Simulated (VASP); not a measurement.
Eu, 1 atom in the cell. The structure is cubic, space group Fm-3m (No. 225). Conventional cell: a = 5.579 Å, b = 5.579 Å, c = 5.579 Å, α = 90.00°, β = 90.00°, γ = 90.00°. Eu (site symmetry m-3m) has 12 Eu at 3.94 Å within 5.2 Å. This isn't the form of Eu at room conditions, which is bcc.

```yaml
Program: VASP 6.6.1
Task: single point
Functional: PBE
Potentials_or_basis: VASP PAW PBE potentials, release 64 (Eu)
Cutoff: 520 eV
k_mesh: 9 × 9 × 9
Occupations: fermi-dirac, width 0.08 eV
Spin: collinear spin, ferromagnetic start
Starting_moments: "[7.0] μB"
Hubbard_terms: Eu f U = 8.0 eV
Dipole_correction: no
Further_INCAR_settings: ALGO = Normal; EDIFF = 1e-07; NBANDS = 18
```

Potentials or basis: VASP PAW PBE potentials, release 64 (Eu).

Command:

```sh
$ cat potpaw_PBE.64/Eu/POTCAR > POTCAR
$ mpirun -np 1 vasp_std > vasp.out
```

Hardware: 1 thread of Intel(R) Xeon(R) Platinum 8488C (Sapphire Rapids), with other jobs on the host.

Question: Estimate the wall time of this run.

Answer: It took 65 s on 1 thread of Intel(R) Xeon(R) Platinum 8488C (Sapphire Rapids), on a shared host, peak memory 0.22 GiB. Counts: scf iterations 18, k points 35.
